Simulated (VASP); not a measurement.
# PbS (Fm-3m) in VASP: a series of runs, part 3 of 4

VASP 6.6.1.

## (4) Single point, PBEsol-based screened hybrid with 25 % exact exchange

This run uses another cell than the first one, of 27.65 Å³/atom.

POSCAR reads:

```
PbS
1.0
    0.0000000000      3.0239167281      3.0239167281
    3.0239167281      0.0000000000      3.0239167281
    3.0239167281      3.0239167281      0.0000000000
Pb S
1 1
Direct
    0.0000000000      0.0000000000      0.0000000000
    0.5000000000      0.5000000000      0.5000000000
```

INCAR.step1 reads:

```
SYSTEM = PbS
ALGO     = Normal         ! electronic algorithm
EDIFF    = 1E-5           ! SCF threshold, eV
ENCUT    = 520            ! plane-wave cutoff, eV
GGA      = PE             ! functional
ISIF     = 2              ! what is computed and relaxed
ISMEAR   = -1             ! smearing method
LASPH    = .True.         ! aspherical terms in the spheres
LCHARG   = .False.        ! write CHGCAR
LREAL    = .False.        ! projectors in reciprocal space
LWAVE    = .True.         ! write WAVECAR
NBANDS   = 17             ! bands
NELM     = 60             ! most SCF steps
PREC     = Accurate       ! precision mode
SIGMA    = 0.05           ! smearing width, eV
```

INCAR.step2 reads:

```
SYSTEM = PbS
AEXX     = 0.25           ! exact-exchange fraction
ALGO     = Normal         ! electronic algorithm
EDIFF    = 1E-6           ! SCF threshold, eV
ENCUT    = 520            ! plane-wave cutoff, eV
GGA      = PS             ! functional
HFSCREEN = 0.207          ! screening, 1/A
ISIF     = 2              ! what is computed and relaxed
ISMEAR   = -1             ! smearing method
ISTART   = 1            
LASPH    = .True.         ! aspherical terms in the spheres
LCHARG   = .False.        ! write CHGCAR
LHFCALC  = .True.         ! exact exchange
LREAL    = .False.        ! projectors in reciprocal space
LWAVE    = .False.        ! write WAVECAR
NBANDS   = 17             ! bands
NELM     = 60             ! most SCF steps
PREC     = Accurate       ! precision mode
PRECFOCK = Normal       
SIGMA    = 0.05           ! smearing width, eV
```

KPOINTS reads:

```
k-points
0
Gamma
  4 4 4
  0 0 0
```

Run with:

```
$ cat potpaw_PBE.64/Pb_d/POTCAR potpaw_PBE.64/S/POTCAR > POTCAR
$ cp INCAR.step1 INCAR
$ mpirun -np 1 vasp_std > vasp.out
$ cp INCAR.step2 INCAR
$ mpirun -np 1 vasp_std > vasp.out
```

It took 3.3 min on 1 thread of Intel Xeon 6975P-C (Granite Rapids), shared host; peak memory 0.28 GiB.

The run converged. Its results:

```yaml
Free_energy: -10.8297 eV
Pressure: -4.0 GPa
Band_gap_on_the_k_mesh: 0.93 eV
```

Levels at points of the mesh, in eV from the valence-band top:
```csv
k point,band 7,band 8,band 9,band 10,band 11,band 12,band 13,band 14
"(0.00, 0.00, 0.00)",-6.48,-2.16,-2.16,-2.16,5.87,5.87,5.87,7.58
"(0.50, 0.00, 0.00)",-9.28,-1.79,-1.79,0.00,0.93,2.62,2.62,9.33
"(0.50, 0.50, 0.00)",-7.59,-5.29,-3.47,-3.47,4.60,6.29,6.37,6.37
```

Caveat: the k points lie up to 0.45 Å⁻¹ apart; the PAW data sets were made with another functional, which shifts forces and pressure a little; spin-orbit coupling is left out, which moves the levels of the heavy elements.

## (5) Single point, PBEsol-based screened hybrid with 25 % exact exchange

This run uses another cell than the first one, of 26.09 Å³/atom.

POSCAR reads:

```
PbS
1.0
    0.0000000000      2.9657500000      2.9657500000
    2.9657500000      0.0000000000      2.9657500000
    2.9657500000      2.9657500000      0.0000000000
Pb S
1 1
Direct
    0.0000000000      0.0000000000      0.0000000000
    0.5000000000      0.5000000000      0.5000000000
```

INCAR.step1 reads:

```
PREC = Accurate
ENCUT = 520
EDIFF = 1E-5
ISMEAR = -1
SIGMA = 0.05
LREAL = False
LASPH = True
NELM = 100
ALGO = Normal
ISIF = 2
LWAVE = True
GGA = PE
NBANDS = 17
```

INCAR.step2 reads:

```
PREC = Accurate
ENCUT = 520
EDIFF = 1E-6
ISMEAR = -1
SIGMA = 0.05
LREAL = False
LASPH = True
NELM = 100
ALGO = Normal
ISIF = 2
LWAVE = False
LCHARG = True
GGA = PS
LHFCALC = True
AEXX = 0.25
HFSCREEN = 0.207
PRECFOCK = Normal
LELF = True
LVHAR = True
ISTART = 1
NBANDS = 17
```

KPOINTS reads:

```
regular mesh
0
Gamma
  5 5 5
```

Potentials or basis: VASP PAW PBE potentials, release 64 (Pb_d, S).

Run with:

```
$ cat potpaw_PBE.64/Pb_d/POTCAR potpaw_PBE.64/S/POTCAR > POTCAR
$ cp INCAR.step1 INCAR
$ mpirun -np 1 vasp_std > vasp.out
$ cp INCAR.step2 INCAR
$ mpirun -np 1 vasp_std > vasp.out
```

OUTCAR:

```text
PREC = Accurate
   ENCUT = 520
   EDIFF = 1E-6
   ISMEAR = -1
   LREAL = False
   LASPH = True
   NELM = 100
   ISIF = 2
   GGA = PS
   LHFCALC = True
   AEXX = 0.25
   HFSCREEN = 0.207
   PRECFOCK = Normal
   ISTART = 1

 ion  position               nearest neighbor table
   1  0.000  0.000  0.000-   2 2.97   2 2.97   2 2.97   2 2.97   2 2.97   2 2.97
   2  0.500  0.500  0.500-   1 2.97   1 2.97   1 2.97   1 2.97   1 2.97   1 2.97

  LATTYP: Found a face centered cubic cell.
 ALAT       =     5.9315000000

  Lattice vectors:

 A1 = (   0.0000000000,   2.9657500000,   2.9657500000)
 A2 = (   2.9657500000,   0.0000000000,   2.9657500000)
 A3 = (   2.9657500000,   2.9657500000,   0.0000000000)

Analysis of symmetry for initial positions (statically):
=====================================================================
 Subroutine PRICEL returns:
 Original cell was already a primitive cell.

 Routine SETGRP: Setting up the symmetry group for a
 face centered cubic supercell.

 Subroutine GETGRP returns: Found 48 space group operations
 (whereof 48 operations were pure point group operations)
 out of a pool of 48 trial point group operations.

The static configuration has the point symmetry O_h .

Analysis of symmetry for dynamics (positions and initial velocities):
=====================================================================
 Subroutine PRICEL returns:
 Original cell was already a primitive cell.

 Routine SETGRP: Setting up the symmetry group for a
 face centered cubic supercell.

 Subroutine GETGRP returns: Found 48 space group operations
 (whereof 48 operations were pure point group operations)
 out of a pool of 48 trial point group operations.

The dynamic configuration has the point symmetry O_h .

 Subroutine INISYM returns: Found 48 space group operations
 (whereof 48 operations are pure point group operations),
 and found     1 'primitive' translations

----------------------------------------------------------------------------------------

                                     Primitive cell

  volume of cell :      52.1715

  direct lattice vectors                    reciprocal lattice vectors
     0.000000000  2.965750000  2.965750000    -0.168591419  0.168591419  0.168591419
     2.965750000  0.000000000  2.965750000     0.168591419 -0.168591419  0.168591419
     2.965750000  2.965750000  0.000000000     0.168591419  0.168591419 -0.168591419

  length of vectors
     4.194203873  4.194203873  4.194203873     0.292008903  0.292008903  0.292008903

  position of ions in fractional coordinates (direct lattice)
     0.000000000  0.000000000  0.000000000
     0.500000000  0.500000000  0.500000000

  ion indices of the primitive-cell ions
   primitive index   ion index
                 1           1
                 2           2

----------------------------------------------------------------------------------------

 KPOINTS: regular mesh

Automatic generation of k-mesh.
[... 23 lines left out ...]
  0.000000  0.000000  0.000000      1.000000
  0.200000  0.000000  0.000000      8.000000
  0.400000  0.000000  0.000000      8.000000
  0.200000  0.200000  0.000000      6.000000
  0.400000  0.200000  0.000000     24.000000
 -0.400000  0.200000  0.000000     24.000000
 -0.200000  0.200000  0.000000     12.000000
  0.400000  0.400000  0.000000      6.000000
 -0.400000  0.400000  0.000000     12.000000
 -0.400000  0.400000  0.200000     24.000000
   k-points           NKPTS =     10   k-points in BZ     NKDIM =    125   number of bands    NBANDS=     17
   number of dos      NEDOS =    301   number of ions     NIONS =      2
   total plane-waves  NPLWV =  32768
   dimension x,y,z NGX =    32 NGY =   32 NGZ =   32
   dimension x,y,z NGXF=    64 NGYF=   64 NGZF=   64
   ions per type =               1   1
   NGX,Y,Z   is equivalent  to a cutoff of  12.68, 12.68, 12.68 a.u.
   NGXF,Y,Z  is equivalent  to a cutoff of  25.37, 25.37, 25.37 a.u.
 SYSTEM =  unknown system
   PREC   = accura    normal or accurate (medium, high low for compatibility)
   ISTART =      1    job   : 0-new  1-cont  2-samecut
   ICHARG =      0    charge: 1-file 2-atom 10-const
   ISPIN  =      1    spin polarized calculation?
   LNONCOLLINEAR =      F non collinear calculations
   LSORBIT =      F    spin-orbit coupling
   LASPH  =      T    aspherical Exc in radial PAW
   ENCUT  =  520.0 eV  38.22 Ry    6.18 a.u.   7.80  7.80  7.80*2*pi/ulx,y,z
   NELM   =    100;   NELMIN=  2; NELMDL=  0     # of ELM steps
   EDIFF  = 0.1E-05   stopping-criterion for ELM
   LREAL  =      F    real-space projection
   EDIFFG = 0.1E-04   stopping-criterion for IOM
   NSW    =      0    number of steps for IOM
   IBRION =     -1    ionic relax: 0-MD 1-quasi-New 2-CG
   NFREE  =      0    steps in history (QN), initial steepest desc. (CG)
   ISIF   =      2    stress and relaxation
   ISYM   =      3    0-nonsym 1-usesym 2-fastsym
   POTIM  = 0.5000    time-step for ionic-motion
   TEBEG  =    0.0;   TEEND  =   0.0 temperature during run
   PSTRESS=    0.0 pullay stress
   NELECT =      20.0000    total number of electrons
   NUPDOWN=      -1.0000    fix difference up-down
   EMIN   =  10.00;   EMAX   =-10.00  energy-range for DOS
   EFERMI =   0.00;   METHOD = LEGACY
   ISMEAR =    -1;   SIGMA  =   0.05  broadening in eV -4-tet -1-fermi 0-gaus
   EFERMI_NEDOS =   21; number of points for ismear=-14 and -15
   IALGO  =     38    algorithm
   IMIX   =      1    mixing-type and parameters
     AMIX     =   0.40;   BMIX     =  1.00
     AMIX_MAG =   1.60;   BMIX_MAG =  1.00
  volume/ion in A,a.u.               =      26.09       176.04
  Fermi-wavevector in a.u.,A,eV,Ry     =   1.189251  2.247359 19.242973  1.414319
  Thomas-Fermi vector in A             =   2.325363
   LORBIT       =      0    0 simple, 1 ext, 2 COOP (PROOUT), +10 PAW based schemes
   GGA     = PS    functional components
   LHFCALC =     T    Hartree Fock is set to
   PRECFOCK=normal    Normal, Fast or Accurate (Low or Medium for compatibility)
   ENCUT4O =  -1.0   cutoff for four orbital integrals eV
   NKREDX  =     1    reduce k-point grid by
   NKREDY  =     1    reduce k-point grid by
   NKREDZ  =     1    reduce k-point grid by
   AEXX    =    0.2500 exact exchange contribution
   HFSCREEN=    0.2070 screening length (either q_TF or 0.3 A-1)
   HFSCREENC=   0.2070 screening length for correlation (either q_TF or 0.3 A-1)
   ENCUTFOCK=  -1.0 apply spherical cutoff to Coloumb kernel
   IVDW    =     0    specifies the selected vdW correction
   LEPSILON=     F    determine dielectric tensor
   LRPA    =     F    only Hartree local field effects (RPA)
 non-spin polarized calculation
  energy-cutoff  :      520.00
  volume of cell :       52.17
 maximum number of plane-waves:      1422
  NGX = 24; NGY = 24; NGZ = 24

 number of electron      19.9999998 magnetization

 Free energy of the ion-electron system (eV)
  ---------------------------------------------------
  ext. energy  EPLUGINS =         0.00000000
  ---------------------------------------------------
  free energy    TOTEN  =       -10.90075670 eV

  energy without entropy =      -10.90075668  energy(sigma->0) =      -10.90075669

 E-fermi :   5.8640     XC(G=0):  -8.1875

 val. band max:        5.0534656146   @ k =   0.4000   0.0000   0.0000
 cond. band min:       6.6738685587   @ k =   0.4000   0.0000   0.0000
 fundamental gap:      1.6204029441
 Fermi energy:         5.8640290646

 k-point     1 :       0.0000    0.0000    0.0000
  band No.  band energies     occupation
      1     -13.0979      2.00000
      2     -13.0979      2.00000
      3     -13.0979      2.00000
      4     -13.0973      2.00000
      5     -13.0973      2.00000
      6      -9.7223      2.00000
[... 177 lines left out ...]
      4     -13.0659      2.00000
      5     -13.0427      2.00000
      6      -8.0160      2.00000
[... 9 lines left out ...]
     16      18.0188      0.00000
     17      18.0973      0.00000

------------------------ aborting loop because EDIFF is reached ----------------------------------------

  FORCE on cell =-STRESS in cart. coord.  units (eV):
  Direction    XX          YY          ZZ          XY          YZ          ZX
  --------------------------------------------------------------------------------------
  -------------------------------------------------------------------------------------
  Total       -0.4039208     -0.4039208     -0.4039208      0.0000000     -0.0000000     -0.0000000
  in kB      -12.4043267    -12.4043267    -12.4043267      0.0000000     -0.0000000     -0.0000000
  external PRESSURE =     -12.4043267 kB  Pullay stress =       0.0000000 kB

 VOLUME and BASIS-vectors are now :
 -----------------------------------------------------------------------------
  energy-cutoff  :      520.00
  volume of cell :       52.17
      direct lattice vectors                 reciprocal lattice vectors
     0.000000000  2.965750000  2.965750000    -0.168591419  0.168591419  0.168591419
     2.965750000  0.000000000  2.965750000     0.168591419 -0.168591419  0.168591419
     2.965750000  2.965750000  0.000000000     0.168591419  0.168591419 -0.168591419

 POSITION                                       TOTAL-FORCE (eV/Angst)
 -----------------------------------------------------------------------------------
      0.00000      0.00000      0.00000         0.000000      0.000000      0.000000
      2.96575      2.96575      2.96575         0.000000      0.000000      0.000000
 -----------------------------------------------------------------------------------
    total drift:                               -0.000012      0.000004     -0.000001

  FREE ENERGIE OF THE ION-ELECTRON SYSTEM (eV)
  ---------------------------------------------------
  free  energy   TOTEN  =       -10.9007567048 eV

  energy  without entropy=      -10.9007566844  energy(sigma->0) =      -10.90075669
```

OUTCAR.step1:

```text
PREC = Accurate
   ENCUT = 520
   EDIFF = 1E-5
   ISMEAR = -1
   LREAL = False
[... 404 lines left out ...]
      0.00000      0.00000      0.00000        -0.000000      0.000000     -0.000000
      2.96575      2.96575      2.96575         0.000000     -0.000000      0.000000
 -----------------------------------------------------------------------------------
    total drift:                                0.000000     -0.000000     -0.000000

  FREE ENERGIE OF THE ION-ELECTRON SYSTEM (eV)
  ---------------------------------------------------
  free  energy   TOTEN  =        -8.7685593663 eV

  energy  without entropy=       -8.7685589481  energy(sigma->0) =       -8.76855916
```

It took 7 min on 1 thread of Intel Xeon 6975P-C (Granite Rapids), shared host; peak memory 0.29 GiB.

What came out:

| Item | Value |
| --- | --- |
| Free energy | -10.9008 eV |
| Pressure | -1.2 GPa |

Caveat: this odd mesh misses L, so gap, dielectric constants and Born charges aren't listed; the PAW data sets were made with another functional, which shifts forces and pressure a little; spin-orbit coupling is left out, which moves the levels of the heavy elements.

[end of part 3 of 4]
